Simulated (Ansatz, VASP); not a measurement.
# One calculation of Pt, two programs

The input INCAR:

```
SYSTEM = Pt
PREC     = Accurate       ! precision mode
ENCUT    = 500            ! plane-wave cutoff, eV
EDIFF    = 1E-6           ! SCF threshold, eV
ISMEAR   = 0              ! smearing method
SIGMA    = 0.1            ! smearing width, eV
LREAL    = .FALSE.        ! projectors in reciprocal space
LASPH    = .TRUE.         ! aspherical terms in the spheres
NELM     = 120            ! most SCF steps
ALGO     = Normal         ! electronic algorithm
ISIF     = 2              ! what is computed and relaxed
LWAVE    = .FALSE.        ! write WAVECAR
LCHARG   = .FALSE.        ! write CHGCAR
GGA      = PS             ! functional
NBANDS   = 11             ! bands
GGA_COMPAT= .FALSE.
```

The input KPOINTS:

```
regular mesh
0
G
  8 8 8
  0 0 0
```

Contents of POSCAR:

```
Pt
1.0
    0.0000000000      1.9600000000      1.9600000000
    1.9600000000      0.0000000000      1.9600000000
    1.9600000000      1.9600000000      0.0000000000
Pt
1
Direct
    0.0000000000      0.0000000000      0.0000000000
```

Input for Ansatz:

```yaml
crystal:
  lattice:
    - [0.0, 1.96, 1.96]
    - [1.96, 0.0, 1.96]
    - [1.96, 1.96, 0.0]
  atoms:
    - { symbol: Pt, position: [0.0, 0.0, 0.0] }
basis:
  ecutwfc: 420
kpoints:
  mp_grid: { grid: [8, 8, 8] }
hamiltonian:
  xc: pbesol
  pseudopotentials: { kind: paw, azcp: { folder: soft_1 } }
scf:
  occupations: { method: gaussian, width: 0.1 }
output:
  forces: true
  stress: true
  eigenvalues: true
```

Alike in both runs: task single point; functional PBEsol; k mesh 8 × 8 × 8; occupations gaussian, width 0.1 eV; no spin polarisation.

|  | VASP | Ansatz |
| --- | --- | --- |
| version | VASP 6.6.1 | Ansatz 0.2.0 |
| potentials or method | VASP PAW PBE potentials, release 64 (Pt), cutoff 500 eV | scalar-relativistic, plane waves, PAW |
| valence electrons in the cell | 10 | 18 |

Ansatz gave:

* gap on the k mesh at the Fermi level (eV): none
* pressure (GPa): -1.0

Task: Which values does VASP return?

Result: gap on the k mesh at the Fermi level (eV): none; pressure (GPa): -1.5.

VASP's potentials were made for PBE, not for PBEsol, and Ansatz warns of the same on its side. A gap of «none» marks a metal or a gap that the smearing closes. The functional is the same, so the differences come from potentials, cutoffs and numerics. VASP's potentials hold 10 valence electrons a cell and Ansatz's 18, so a difference there can come from the potentials and not from the codes.

Spin-orbit coupling is off throughout.
